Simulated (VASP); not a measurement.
Si2C: single point with PBEsol

Crystal: Si2C.

```
Si C
1.0
     3.37973    0.00000    0.00000
    -1.68986    2.92693    0.00000
     0.00000    0.00000    4.65332
Si C
2 1
Direct
  0.31969 0.65657 0.74914
  0.33838 0.67962 0.23882
  0.99015 0.99002 0.99173
```

* Program: VASP 6.6.1
* Task: single point
* Functional: PBEsol
* Potentials or basis: VASP PAW PBE potentials, release 64 (Si, C)
* Cutoff: 520 eV
* k mesh: 8 × 8 × 5
* Occupations: methfessel-paxton, width 0.05 eV
* Spin: no spin polarisation
* Dipole correction: no
* Further INCAR settings: ALGO = Normal; EDIFF = 1e-06; NBANDS = 13

- Pressure: -14.7 GPa
- Largest force: 1.185 eV/Å
- Band gap on the k mesh: zero (bands 6 and 7 overlap by 2.95 eV)

Forces in eV/Å, atoms in the order of the input:
```
Si  -0.054 -0.175 -1.106
Si   0.056  0.125  1.177
C   -0.002  0.050 -0.072
```

Stress tensor (GPa, compression positive):
```
-27.45   0.07   0.26
  0.07 -26.59   0.93
  0.26   0.93   9.79
```

Levels at points of the mesh, in eV from the Fermi level:
| k point | band 4 | band 5 | band 6 | band 7 | band 8 | band 9 |
| --- | --- | --- | --- | --- | --- | --- |
| (0.00, 0.00, 0.00) | -2.68 | -2.42 | -0.81 | 2.57 | 2.85 | 3.87 |
| (0.50, 0.00, 0.00) | -4.47 | -4.14 | -2.22 | -1.82 | 1.19 | 4.03 |
| (0.00, 0.50, 0.00) | -4.55 | -4.24 | -2.07 | -1.83 | 1.08 | 4.04 |
| (0.50, 0.50, 0.00) | -4.49 | -4.12 | -2.23 | -1.82 | 1.18 | 4.03 |

It took 34 s on 1 thread of Intel(R) Xeon(R) 6975P-C (Granite Rapids) (shared host), peak memory 0.22 GiB.

Caveat: the stress differs along the axes, from -27 to 10 GPa; the PAW data sets were made with another functional, which shifts forces and pressure a little.
